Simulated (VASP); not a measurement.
Write the native input for VASP 6.6.1 that does the following.

```
Task                   : relaxation of cell and atoms
Functional             : PBEsol
Potentials or basis    : VASP PAW PBE potentials, release 64 (Si)
Cutoff                 : 600 eV
k mesh                 : 20 × 20 × 10
Occupations            : gaussian, width 0.05 eV
Spin                   : no spin polarisation
Dipole correction      : no
Further INCAR settings : ALGO = Normal; EDIFF = 1e-06; IBRION = 2; EDIFFG = -0.01; NSW = 80; ISIF = 3
```

The structure of Si lies in POSCAR:

```
Si
1.0
    2.6655775094      0.0000000000      0.0000000000
   -1.3327887547      2.3084578389      0.0000000000
    0.0000000000      0.0000000000      4.5062692700
Si
2
Direct
    0.3333333300      0.6666666700      0.2500000000
    0.6666666700      0.3333333300      0.7500000000
```

The input as run:

INCAR

```
SYSTEM = Si
ALGO     = Normal         ! electronic algorithm
EDIFF    = 1E-6           ! SCF threshold, eV
EDIFFG   = -0.01          ! ionic threshold
ENCUT    = 600            ! plane-wave cutoff, eV
GGA      = PS             ! functional
IBRION   = 2              ! ionic algorithm
ISIF     = 3              ! what is computed and relaxed
ISMEAR   = 0              ! smearing method
LASPH    = .TRUE.         ! aspherical terms in the spheres
LCHARG   = .FALSE.        ! write CHGCAR
LREAL    = .FALSE.        ! projectors in reciprocal space
LWAVE    = .FALSE.        ! write WAVECAR
NELM     = 100            ! most SCF steps
NSW      = 80             ! ionic steps
PREC     = Accurate       ! precision mode
SIGMA    = 0.05           ! smearing width, eV
```

KPOINTS

```
k-points
0
G
  20 20 10
  0 0 0
```

Potentials or basis: VASP PAW PBE potentials, release 64 (Si).

Launch:

```sh
$ cat potpaw_PBE.64/Si/POTCAR > POTCAR
$ mpirun -np 1 vasp_std > vasp.out
```

Results of the run:

```yaml
Relaxed_volume: 13.97 Å³/atom
Relaxed_cell: a = 2.665 Å, b = 2.665 Å, c = 4.543 Å, α = 90.00°, β = 90.00°, γ = 120.00°
Space_group_after_relaxing_to_0.05_Å: P6_3/mmc (No. 194)
Energy_gained_by_relaxing: 0.6 meV/atom
Ionic_steps: 4
Pressure_after_relaxing: 0.0 GPa
Band_gap_on_the_k_mesh: zero (band 4 reaches 19.72 eV, above the bottom of band 5 at 6.88 eV)
```

Caveat: the PAW data sets were made with another functional, which shifts forces and pressure a little.

Run time: 84 s on 1 thread of Intel(R) Xeon(R) Platinum 8375C CPU @ 2.90GHz (Ice Lake), on a shared host, peak memory 0.19 GiB.
